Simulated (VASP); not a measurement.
Wanted: the native input for a VASP 6.6.1 run.

```yaml
Task: single point
Functional: LDA
Potentials_or_basis: VASP PAW LDA potentials, release 64 (Ga_d, P)
Cutoff: 520 eV
k_mesh: 6 × 6 × 6
Occupations: fermi-dirac, width 0.05 eV
Spin: no spin polarisation
Dipole_correction: no
Further_INCAR_settings: ALGO = Normal; EDIFF = 1e-07; NBANDS = 16
```

The structure of GaP lies in POSCAR:

```
GaP
1.0
    0.0000000000      2.7728622224      2.7728622224
    2.7728622224      0.0000000000      2.7728622224
    2.7728622224      2.7728622224      0.0000000000
Ga P
1 1
Direct
    0.0000000000      0.0000000000      0.0000000000
    0.2500000000      0.2500000000      0.2500000000
```

The input as run:

INCAR

```
ALGO     = Normal         # electronic algorithm
EDIFF    = 1E-7           # SCF threshold, eV
ENCUT    = 520            # plane-wave cutoff, eV
GGA      = CA             # functional
ISIF     = 2              # what is computed and relaxed
ISMEAR   = -1             # smearing method
LASPH    = True           # aspherical terms in the spheres
LCHARG   = False          # write CHGCAR
LREAL    = False          # projectors in reciprocal space
LWAVE    = False          # write WAVECAR
NBANDS   = 16             # bands
NELM     = 60             # most SCF steps
PREC     = Accurate       # precision mode
SIGMA    = 0.05           # smearing width, eV
```

KPOINTS

```
k-points
0
Gamma
  6 6 6
```

Potentials or basis: VASP PAW LDA potentials, release 64 (Ga_d, P).

Command:

```bash
$ cat potpaw_LDA.64/Ga_d/POTCAR potpaw_LDA.64/P/POTCAR > POTCAR
$ mpirun -np 1 vasp_std > vasp.out
```

It gave:

```
Pressure               : -6.2 GPa
Band gap on the k mesh : 1.21 eV, direct
```

Run time: 9.3 s on 1 thread of Intel(R) Xeon(R) Platinum 8488C (Sapphire Rapids) (shared host), peak memory 0.14 GiB.
